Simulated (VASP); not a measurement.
# Ge in VASP: single point with PBE

Aim: the single point of Ge with PBE.

All numbers are computed with VASP 6.6.1; they aren't measurements. Logs are shortened: lines on timing, memory, paths and dates and some standing lists are left out, and cuts for length are marked.

## 1. The cell of the first run

The cell holds a slab with vacuum, 8 atoms: a = 4.000 Å, b = 4.000 Å, c = 27.616 Å, α = 90.00°, β = 90.00°, γ = 120.00°.

## 2. Single point, PBE

Input file INCAR:

```
SYSTEM = Ge
PREC = Accurate ; ENCUT = 520
EDIFF = 1E-6 ; ISMEAR = 0
SIGMA = 0.1 ; LREAL = .False.
LASPH = .True. ; NELM = 60
ALGO = Normal ; ISIF = 2
LWAVE = .False. ; LCHARG = .True.
LDIPOL = .True. ; IDIPOL = 3
DIPOL = 0.5 0.5 0.503 ; GGA = PE
LELF = .True. ; LVHAR = .True.
LVACPOTAV = .True. ; NBANDS = 66
```

Input file KPOINTS:

```
regular mesh
0
Gamma
  9 9 1
  0 0 0
```

Input file POSCAR:

```
Ge
1.0
    4.0004848995      0.0000000000      0.0000000000
   -2.0002424498      3.4645215504      0.0000000000
    0.0000000000      0.0000000000     27.6157421655
Ge
8
Direct
    0.3333333333      0.6666666667      0.3077954577
    0.0000000000      0.0000000000      0.3373653825
    0.0000000000      0.0000000000      0.4260751776
    0.6666666667      0.3333333333      0.4556451024
    0.6666666667      0.3333333333      0.5469144442
    0.3333333333      0.6666666667      0.5785806947
    0.3333333333      0.6666666667      0.6706904585
    0.0000000000      0.0000000000      0.7017712546
```

Potentials or basis: VASP PAW PBE potentials, release 64 (Ge_d).

Launch:

```console
$ cat potpaw_PBE.64/Ge_d/POTCAR > POTCAR
$ mpirun -np 1 vasp_std > vasp.out
```

OUTCAR:

```text
SYSTEM = Ge
   PREC = Accurate
   ENCUT = 520
   EDIFF = 1E-6
   ISMEAR = 0
   LREAL = .False.
   LASPH = .True.
   NELM = 60
   ISIF = 2
   GGA = PE

 ion  position               nearest neighbor table
   1  0.333  0.667  0.308-   2 2.45   2 2.45   2 2.45
   2  0.000  0.000  0.337-   1 2.45   1 2.45   1 2.45   3 2.45
   3  0.000  0.000  0.426-   4 2.45   4 2.45   4 2.45   2 2.45
   4  0.667  0.333  0.456-   3 2.45   3 2.45   3 2.45   5 2.52
   5  0.667  0.333  0.547-   6 2.47   6 2.47   6 2.47   4 2.52
   6  0.333  0.667  0.579-   5 2.47   5 2.47   5 2.47   7 2.54
   7  0.333  0.667  0.671-   8 2.46   8 2.46   8 2.46   6 2.54
   8  0.000  0.000  0.702-   7 2.46   7 2.46   7 2.46

  LATTYP: Found a hexagonal cell.
 ALAT       =     4.0004848995
 C/A-ratio  =     6.9030987141

  Lattice vectors:

 A1 = (   4.0004848995,   0.0000000000,   0.0000000000)
 A2 = (  -2.0002424498,   3.4645215504,   0.0000000000)
 A3 = (   0.0000000000,   0.0000000000,  27.6157421655)

Analysis of symmetry for initial positions (statically):
=====================================================================
 Subroutine PRICEL returns:
 Original cell was already a primitive cell.

 Routine SETGRP: Setting up the symmetry group for a
 hexagonal supercell.

 Subroutine GETGRP returns: Found  6 space group operations
 (whereof  6 operations were pure point group operations)
 out of a pool of 24 trial point group operations.

The static configuration has the point symmetry C_3v.

Analysis of symmetry for dynamics (positions and initial velocities):
=====================================================================
 Subroutine PRICEL returns:
 Original cell was already a primitive cell.

 Routine SETGRP: Setting up the symmetry group for a
 hexagonal supercell.

 Subroutine GETGRP returns: Found  6 space group operations
 (whereof  6 operations were pure point group operations)
 out of a pool of 24 trial point group operations.

The dynamic configuration has the point symmetry C_3v.

 Subroutine INISYM returns: Found  6 space group operations
 (whereof  6 operations are pure point group operations),
 and found     1 'primitive' translations

----------------------------------------------------------------------------------------

                                     Primitive cell

  volume of cell :     382.7477

  direct lattice vectors                    reciprocal lattice vectors
     4.000484899  0.000000000  0.000000000     0.249969697  0.144320072  0.000000000
    -2.000242450  3.464521550  0.000000000     0.000000000  0.288640144  0.000000000
     0.000000000  0.000000000 27.615742165     0.000000000  0.000000000  0.036211230

  length of vectors
     4.000484899  4.000484900 27.615742165     0.288640144  0.288640144  0.036211230

  position of ions in fractional coordinates (direct lattice)
     0.333333333  0.666666667  0.307795458
     0.000000000  0.000000000  0.337365383
     0.000000000  0.000000000  0.426075178
     0.666666667  0.333333333  0.455645102
     0.666666667  0.333333333  0.546914444
     0.333333333  0.666666667  0.578580695
     0.333333333  0.666666667  0.670690458
     0.000000000  0.000000000  0.701771255

  ion indices of the primitive-cell ions
   primitive index   ion index
                 1           1
                 2           2
                 3           3
                 4           4
                 5           5
                 6           6
                 7           7
                 8           8

----------------------------------------------------------------------------------------

 KPOINTS: regular mesh

Automatic generation of k-mesh.
 Grid dimensions read from file:
 generate k-points for:    9    9    1

 Generating k-lattice:

  Cartesian coordinates                     Fractional coordinates (reciprocal lattice)
     0.027774411  0.016035564  0.000000000     0.111111111  0.000000000  0.000000000
     0.000000000  0.032071127  0.000000000     0.000000000  0.111111111  0.000000000
     0.000000000  0.000000000  0.036211230     0.000000000  0.000000000  1.000000000

  Length of vectors
     0.032071127  0.032071127  0.036211230

  Shift w.r.t. Gamma in fractional coordinates (k-lattice)
     0.000000000  0.000000000  0.000000000

 Subroutine IBZKPT returns following result:
 ===========================================

 Found     12 irreducible k-points:

 Following reciprocal coordinates:
            Coordinates               Weight
  0.000000  0.000000  0.000000      1.000000
  0.111111  0.000000  0.000000      6.000000
  0.222222  0.000000  0.000000      6.000000
  0.333333  0.000000  0.000000      6.000000
  0.444444  0.000000  0.000000      6.000000
  0.111111  0.111111  0.000000      6.000000
  0.222222  0.111111  0.000000     12.000000
  0.333333  0.111111  0.000000     12.000000
  0.444444  0.111111  0.000000      6.000000
  0.222222  0.222222  0.000000      6.000000
  0.333333  0.222222  0.000000     12.000000
  0.333333  0.333333  0.000000      2.000000
   k-points           NKPTS =     12   k-points in BZ     NKDIM =     12   number of bands    NBANDS=     66
   number of dos      NEDOS =    301   number of ions     NIONS =      8
   total plane-waves  NPLWV = 189000
   dimension x,y,z NGX =    30 NGY =   30 NGZ =  210
   dimension x,y,z NGXF=    60 NGYF=   60 NGZF=  420
   ions per type =               8
   NGX,Y,Z   is equivalent  to a cutoff of  12.47, 12.47, 12.64 a.u.
   NGXF,Y,Z  is equivalent  to a cutoff of  24.93, 24.93, 25.28 a.u.
 SYSTEM =  Ge
   PREC   = accura    normal or accurate (medium, high low for compatibility)
   ISTART =      0    job   : 0-new  1-cont  2-samecut
   ICHARG =      2    charge: 1-file 2-atom 10-const
   ISPIN  =      1    spin polarized calculation?
   LNONCOLLINEAR =      F non collinear calculations
   LSORBIT =      F    spin-orbit coupling
   LASPH  =      T    aspherical Exc in radial PAW
   ENCUT  =  520.0 eV  38.22 Ry    6.18 a.u.   7.44  7.44 51.35*2*pi/ulx,y,z
   NELM   =     60;   NELMIN=  2; NELMDL= -5     # of ELM steps
   EDIFF  = 0.1E-05   stopping-criterion for ELM
   LREAL  =      F    real-space projection
   EDIFFG = 0.1E-04   stopping-criterion for IOM
   NSW    =      0    number of steps for IOM
   IBRION =     -1    ionic relax: 0-MD 1-quasi-New 2-CG
   NFREE  =      0    steps in history (QN), initial steepest desc. (CG)
   ISIF   =      2    stress and relaxation
   ISYM   =      2    0-nonsym 1-usesym 2-fastsym
   POTIM  = 0.5000    time-step for ionic-motion
   TEBEG  =    0.0;   TEEND  =   0.0 temperature during run
   PSTRESS=    0.0 pullay stress
   NELECT =     112.0000    total number of electrons
   NUPDOWN=      -1.0000    fix difference up-down
   EMIN   =  10.00;   EMAX   =-10.00  energy-range for DOS
   EFERMI =   0.00;   METHOD = LEGACY
   ISMEAR =     0;   SIGMA  =   0.10  broadening in eV -4-tet -1-fermi 0-gaus
   EFERMI_NEDOS =   21; number of points for ismear=-14 and -15
   IALGO  =     38    algorithm
   IMIX   =      4    mixing-type and parameters
     AMIX     =   0.40;   BMIX     =  1.00
     AMIX_MAG =   1.60;   BMIX_MAG =  1.00
  volume/ion in A,a.u.               =      47.84       322.86
  Fermi-wavevector in a.u.,A,eV,Ry     =   1.086868  2.053882 16.072305  1.181281
  Thomas-Fermi vector in A             =   2.223014
   LORBIT       =      0    0 simple, 1 ext, 2 COOP (PROOUT), +10 PAW based schemes
   GGA     = PE    functional components
   LHFCALC =     F    Hartree Fock is set to
   AEXX    =    0.0000 exact exchange contribution
   IVDW    =     0    specifies the selected vdW correction
   LEPSILON=     F    determine dielectric tensor
   LRPA    =     F    only Hartree local field effects (RPA)
 non-spin polarized calculation
 Gauss-broadening in eV      SIGMA  =   0.10
  energy-cutoff  :      520.00
  volume of cell :      382.75
 maximum number of plane-waves:     10369
 NGX is ok and might be reduce to    30
   NGX = 15   NGY = 15   NGZ =103

 dipolmoment           0.000000      0.000000     -0.000239 electrons x Angstroem

 number of electron     112.0000095 magnetization

 dipolmoment           0.000000      0.000000      0.004676 electrons x Angstroem

 Free energy of the ion-electron system (eV)
  ---------------------------------------------------
  ext. energy  EPLUGINS =         0.00000000
  ---------------------------------------------------
  free energy    TOTEN  =       -34.15744141 eV

  energy without entropy =      -34.11756265  energy(sigma->0) =      -34.13750203

 E-fermi :  -0.3223     XC(G=0):  -5.2825

 val. band max:       -0.3301108176   @ k =   0.0000   0.0000   0.0000
 cond. band min:      -0.3169871512   @ k =   0.3333   0.2222   0.0000
 fundamental gap:      0.0131236664
 Fermi energy:        -0.3223098345

 k-point     1 :       0.0000    0.0000    0.0000
  band No.  band energies     occupation
      1     -24.9517      2.00000
      2     -24.9517      2.00000
      3     -24.9009      2.00000
      4     -24.8876      2.00000
      5     -24.8876      2.00000
      6     -24.8724      2.00000
[... 58 lines left out ...]
     65       3.5211      0.00000
     66       3.5212      0.00000

 k-point     2 :       0.1111    0.0000    0.0000
  band No.  band energies     occupation
      1     -24.9558      2.00000
      2     -24.9546      2.00000
      3     -24.9058      2.00000
      4     -24.8816      2.00000
      5     -24.8807      2.00000
      6     -24.8692      2.00000
[... 58 lines left out ...]
     65       3.5761      0.00000
     66       3.8243      0.00000

 k-point     3 :       0.2222    0.0000    0.0000
  band No.  band energies     occupation
      1     -24.9608      2.00000
      2     -24.9595      2.00000
      3     -24.9151      2.00000
      4     -24.8776      2.00000
      5     -24.8703      2.00000
      6     -24.8555      2.00000
[... 610 lines left out ...]
     65       4.5598      0.00000
     66       4.7378      0.00000

 k-point    12 :       0.3333    0.3333    0.0000
  band No.  band energies     occupation
      1     -24.9818      2.00000
      2     -24.9493      2.00000
      3     -24.9405      2.00000
      4     -24.8756      2.00000
      5     -24.8392      2.00000
      6     -24.8249      2.00000
[... 58 lines left out ...]
     65       5.9078      0.00000
     66       5.9453      0.00000

------------------------ aborting loop because EDIFF is reached ----------------------------------------

  FORCE on cell =-STRESS in cart. coord.  units (eV):
  Direction    XX          YY          ZZ          XY          YZ          ZX
  --------------------------------------------------------------------------------------
  -------------------------------------------------------------------------------------
  Total        3.0962165      3.0962165      1.9643911     -0.0000000      0.0000000      0.0000000
  in kB       12.9607244     12.9607244      8.2229172     -0.0000000      0.0000000      0.0000000
  external PRESSURE =      11.3814553 kB  Pullay stress =       0.0000000 kB

 VOLUME and BASIS-vectors are now :
 -----------------------------------------------------------------------------
  energy-cutoff  :      520.00
  volume of cell :      382.75
      direct lattice vectors                 reciprocal lattice vectors
     4.000484899  0.000000000  0.000000000     0.249969697  0.144320072  0.000000000
    -2.000242450  3.464521550  0.000000000     0.000000000  0.288640144  0.000000000
     0.000000000  0.000000000 27.615742165     0.000000000  0.000000000  0.036211230

 POSITION                                       TOTAL-FORCE (eV/Angst)
 -----------------------------------------------------------------------------------
     -0.00000      2.30968      8.50000         0.000000     -0.000000     -0.170067
      0.00000      0.00000      9.31660        -0.000000     -0.000000     -0.456342
      0.00000      0.00000     11.76638        -0.000000     -0.000000      0.303168
      2.00024      1.15484     12.58298        -0.000000      0.000000      0.304649
      2.00024      1.15484     15.10345        -0.000000      0.000000      0.029731
     -0.00000      2.30968     15.97794         0.000000     -0.000000     -0.021894
     -0.00000      2.30968     18.52161         0.000000     -0.000000     -0.001838
      0.00000      0.00000     19.37993         0.000000     -0.000000      0.012593
 -----------------------------------------------------------------------------------
    total drift:                                0.000000     -0.000000     -0.002139

  FREE ENERGIE OF THE ION-ELECTRON SYSTEM (eV)
  ---------------------------------------------------
  free  energy   TOTEN  =       -34.1574414117 eV

  energy  without entropy=      -34.1175626538  energy(sigma->0) =      -34.13750203

 vacuum level on the upper side and lower side of the slab         4.448         4.387
```

Wall time 10 min (1 thread of AMD EPYC 7R43 (Zen 3), shared host); peak memory 0.53 GiB.

Results:

```
Free energy            : -34.1574 eV
Largest force          : 0.456 eV/Å
Band gap on the k mesh : zero (band 56 reaches -0.05 eV, above the bottom of band 57 at -0.41 eV)
```

Forces in eV/Å, atoms in the order of the input:
```
Ge   0.000  0.000 -0.170
Ge   0.000  0.000 -0.456
Ge   0.000  0.000  0.303
Ge   0.000  0.000  0.305
Ge   0.000  0.000  0.030
Ge   0.000  0.000 -0.022
Ge   0.000  0.000 -0.002
Ge   0.000  0.000  0.013
```

Levels at points of the mesh, in eV from the Fermi level:
```tsv
k point	band 52	band 53	band 54	band 55	band 56	band 57	band 58	band 59	band 60	band 61
(0.00, 0.00, 0.00)	-0.45	-0.01	-0.01	0.27	0.27	0.63	1.00	1.07	1.30	1.50
```
